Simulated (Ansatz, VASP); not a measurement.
CdS in VASP and in Ansatz

Contents of INCAR:

```
PREC = Accurate
ENCUT = 400
EDIFF = 1E-8
ISMEAR = -1
SIGMA = 0.02
LREAL = False
LASPH = True
NELM = 120
ALGO = Normal
ISIF = 2
LWAVE = False
LCHARG = False
GGA = PE
LEFG = True
NBANDS = 16
GGA_COMPAT = False
```

The input KPOINTS:

```
regular mesh
0
Gamma
  7 7 7
```

The input POSCAR:

```
CdS
1.0
    0.0000000000      2.9429534649      2.9135239302
    2.9429534649      0.0000000000      2.9135239302
    2.9429534649      2.9429534649      0.0000000000
Cd S
1 1
Direct
    0.0000000000      0.0000000000      0.0000000000
    0.7500000000      0.7500000000      0.7500000000
```

Input for Ansatz:

```yaml
crystal:
  lattice:
    - [0.0, 2.9429534649, 2.9135239302]
    - [2.9429534649, 0.0, 2.9135239302]
    - [2.9429534649, 2.9429534649, 0.0]
  atoms:
    - { symbol: Cd, position: [0.0, 0.0, 0.0] }
    - { symbol: S, position: [0.75, 0.75, 0.75] }
kpoints:
  mp_grid: { grid: [7, 7, 7] }
scf:
  occupations: { method: fermi_dirac, width: 0.02 }
hamiltonian:
  xc: pbe
  pseudopotentials: { kind: all_electron, datasets: crystal }
output:
  forces: true
  stress: true
  eigenvalues: true
  efg: { contact_densities: true }
```

Change from the starting cell: zz strain of -1 %, crystal datasets.

Alike in both runs: task electric field gradients; functional PBE; k mesh 7 × 7 × 7; occupations fermi-dirac, width 0.02 eV; no spin polarisation.

```csv
,VASP,Ansatz
version,VASP 6.6.1,Ansatz 0.2.0
potentials or method,"VASP PAW PBE potentials, release 64 (Cd, S), cutoff 400 eV","all-electron PAW with datasets made for the crystal, scalar-relativistic"
```

|  | VASP | Ansatz | Ansatz less VASP |
| --- | --- | --- | --- |
| gap on the k mesh at the Fermi level (eV) | 1.09 | 1.09 | -0.001 |
| pressure (GPa) | 1.7 | 1.8 | +0.10 |
| traceless stress, the component that is largest in VASP (GPa) | 0.11 | 0.12 | +0.003 |
| size of Vzz on the site where it differs most (V/Å²) | 3.1 | 3.3 | +0.21 |

Ansatz ran all-electron here, and VASP with PAW potentials.
